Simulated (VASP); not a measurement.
Crystal: NbH2.

```
Nb H
1.0
     0.00000    2.28000    2.28000
     2.28000    0.00000    2.28000
     2.28000    2.28000    0.00000
Nb H
1 2
Direct
  0.00000 0.00000 0.00000
  0.25000 0.25000 0.25000
  0.75000 0.75000 0.75000
```

- Program: VASP 6.6.1
- Task: relaxation of cell and atoms
- Functional: PBEsol
- Potentials or basis: VASP PAW PBE potentials, release 64 (Nb_sv, H)
- Cutoff: 500 eV
- k mesh: 16 × 16 × 16
- Occupations: fermi-dirac, width 0.05 eV
- Spin: no spin polarisation

At the start: pressure -5.5 GPa; volume 7.90 Å³/atom.

**Question.** Where does the relaxation end?

**Answer.** Over 3 steps the energy falls by 4.1 meV/atom and the volume is 7.67 Å³/atom (-3.0 %); space group Fm-3m (No. 225, to 0.1 Å) before and after.

Step by step:
| step | energy change (eV) | largest force (eV/Å) | pressure (GPa) | volume (Å³) |
| --- | --- | --- | --- | --- |
| 1 | 0.0000 | 0.0000 | -5.52 | 23.70 |
| 2 | -0.0112 | 0.0000 | 1.86 | 22.78 |
| 3 | -0.0124 | 0.0000 | 0.00 | 23.00 |

Final structure:
```
Nb H
1.0
     0.00000    2.25715    2.25715
     2.25715    0.00000    2.25715
     2.25715    2.25715    0.00000
Nb H
1 2
Direct
  0.00000 0.00000 0.00000
  0.25000 0.25000 0.25000
  0.75000 0.75000 0.75000
```

Caveat: the PAW data sets were made with another functional, which shifts forces and pressure a little.
